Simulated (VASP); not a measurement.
Runs of VASP 6.6.1 on SnO2. The structure is hexagonal, space group P6_3/mmc (No. 194). The conventional cell has a = 3.231 Å, b = 3.231 Å, c = 10.791 Å, α = 90.00°, β = 90.00°, γ = 120.00°. Sn (site symmetry -3m) has 6 O at 2.12 Å within 2.8 Å. Within 2.8 Å of O (site symmetry 3m) lie 3 Sn at 2.12 Å and 3 O at 2.76 Å. 

```tsv
k mesh	gap on the mesh (eV)	pressure (GPa)	largest force (eV/Å)
6 × 6 × 2	2.11	0.1	0.05
10 × 10 × 3	2.09	0.1	0.05
4 × 4 × 1	2.08	0.1	(a)
5 × 5 × 2	2.09	0.1	0.05
```

Alike in all rows: task single point; level PBE; potentials or basis VASP PAW PBE potentials, release 64 (Sn_d, O); no spin polarisation; cell as given; cutoff (eV) 520; smearing gaussian 0.01 eV.

Task: Estimate the missing entries.

Result: (a) 0.06.

Caveats: some runs use coarse meshes; spin-orbit coupling is left out, which moves the levels of the heavy elements.

A k mesh can miss the band edges, and the runs leave out spin-orbit coupling on Sn.
